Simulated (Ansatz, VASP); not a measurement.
CO: VASP beside Ansatz

```
CELL_PARAMETERS angstrom
7.67669 0.00000 0.00000
0.00000 7.67669 0.00000
0.00000 0.00000 7.67669
ATOMIC_POSITIONS crystal
O 0.51348 0.32509 0.33916
O 0.37216 0.90830 0.39557
O 0.95051 0.64592 0.34675
O 0.28831 0.39380 0.75426
O 0.67298 0.41556 0.94245
O 0.17387 0.83418 0.92938
C 0.40629 0.42048 0.30269
C 0.46071 0.85266 0.29090
C 0.89258 0.77606 0.38695
C 0.20141 0.27686 0.72703
C 0.79961 0.48916 0.92224
C 0.12266 0.79346 0.79651
```

Alike in both runs: functional PBE; dispersion D3(BJ); k mesh 1 × 1 × 1; occupations fermi-dirac, width 0.02 eV; no spin polarisation.

Ansatz relaxed the structure, and its values are those at the end. VASP's run is a single point on that final structure, the one shown.

|  | VASP | Ansatz |
| --- | --- | --- |
| version | VASP 6.6.1 | Ansatz 0.2.0 |
| potentials or method | VASP PAW PBE potentials, release 64 (O_h, C_h), cutoff 1000 eV | scalar-relativistic, plane waves, PAW |
| valence electrons in the cell | 60 | 60 |

|  | VASP | Ansatz | Ansatz less VASP |
| --- | --- | --- | --- |
| rms of the force components (eV/Å) | 0.071 | 0.086 | +0.0151 |
